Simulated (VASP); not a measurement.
Crystal: Fe.

```
CELL_PARAMETERS angstrom
-1.43332 1.43332 1.43332
1.43332 -1.43332 1.43332
1.43332 1.43332 -1.43332
ATOMIC_POSITIONS crystal
Fe 0.00000 0.00000 0.00000
```

This cell differs from its parent crystal: volume scaled by 0.98.

Base run:

| Item | Value |
| --- | --- |
| Program | VASP 6.6.1 |
| Functional | PBEsol |
| Potentials or basis | VASP PAW PBE potentials, release 64 (Fe) |
| Cutoff | 520 eV |
| k mesh | 13 × 13 × 13 |
| Occupations | fermi-dirac, width 0.05 eV |
| Spin | collinear spin, ferromagnetic start |
| Starting moments | [3.0] μB |

Its results: pressure -15.4 GPa; net moment 2.22 μB per cell; site moments Fe +2.22 μB.

Task: The run is repeated on the same cell with these changes: further incar settings from ALGO = Normal; EDIFF = 1e-07; NBANDS = 14 to ALGO = Fast; EDIFF = 1e-06; NBANDS = 14; dispersion from none to D4. What comes out?

Result: Pressure -18.2 GPa; net moment 2.22 μB per cell; site moments Fe +2.22 μB.

Caveats: the PAW data sets were made with another functional, which shifts forces and pressure a little; pairwise dispersion overbinds metals, which lowers pressure and volume (some runs).
